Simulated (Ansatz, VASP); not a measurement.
## Two plane-wave programs on Y5AlN6

```
Y Al N
1.0
     3.58866    0.00000    0.00000
     0.00000    5.07514    0.00000
     0.00000    0.00000   10.76599
Y Al N
5 1 6
Direct
  0.00000 0.00000 0.83333
  0.00000 0.00000 0.16667
  0.50000 0.50000 0.33333
  0.00000 0.00000 0.50000
  0.50000 0.50000 0.66667
  0.50000 0.50000 0.00000
  0.00000 0.50000 0.83333
  0.50000 0.00000 0.00000
  0.00000 0.50000 0.16667
  0.50000 0.00000 0.33333
  0.00000 0.50000 0.50000
  0.50000 0.00000 0.66667
```

Alike in both runs: task relaxation of cell and atoms; functional PBE; k mesh 6 × 4 × 2; occupations gaussian, width 0.1 eV; no spin polarisation.

```csv
,VASP,Ansatz
version,VASP 6.6.1,Ansatz 0.2.0
potentials or method,"VASP PAW PBE potentials, release 64 (Y_sv, Al, N), cutoff 600 eV","scalar-relativistic, plane waves, PAW"
valence electrons in the cell,88,88
```

|  | VASP | Ansatz | Ansatz less VASP |
| --- | --- | --- | --- |
| gap on the k mesh at the Fermi level, each at its own relaxed structure (eV) | 0.30 | 0.32 | +0.015 |
| relaxed volume (Å³/atom) | 13.85 | 13.89 | +0.042 |
| relaxed length of the cell vector where the two differ most in proportion (Å) | 3.375 | 3.380 | +0.0058 |

Noted on VASP's run: the volume moved by over 15 % at a fixed basis, so the end points are rough.
